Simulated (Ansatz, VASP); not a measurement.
Au: VASP beside Ansatz

```xyz
1
Lattice="0.0000 2.0966 1.9944 2.0966 0.0000 1.9944 2.0966 2.0966 0.0000" Properties=species:S:1:pos:R:3 pbc="T T T"
Au    0.0000    0.0000    0.0000
```

Change from the starting cell: strain +0.025 along x and y, -0.025 along z, atoms carried along.

Alike in both runs: task single point; functional r2SCAN; k mesh 20 × 20 × 20; occupations gaussian, width 0.15 eV; no spin polarisation.

|  | VASP | Ansatz |
| --- | --- | --- |
| version | VASP 6.6.1 | Ansatz 0.2.0 |
| potentials or method | VASP PAW PBE potentials, release 64 (Au), cutoff 520 eV | scalar-relativistic, plane waves, PAW |
| valence electrons in the cell | 11 | 19 |

VASP gave:

* gap on the k mesh at the Fermi level (eV): none
* pressure (GPa): 0.4
* traceless stress, the component that is largest in VASP (GPa): 0.89

Which values does Ansatz return?

gap on the k mesh at the Fermi level (eV): none; pressure (GPa): 0.2; traceless stress, the component that is largest in VASP (GPa): 0.87.

VASP's potentials were made for PBE, not for r2SCAN. A gap of «none» marks a metal or a gap that the smearing closes. VASP's potentials hold 11 valence electrons a cell and Ansatz's 19, so a difference there can come from the potentials and not from the codes.

Spin-orbit coupling is off throughout.
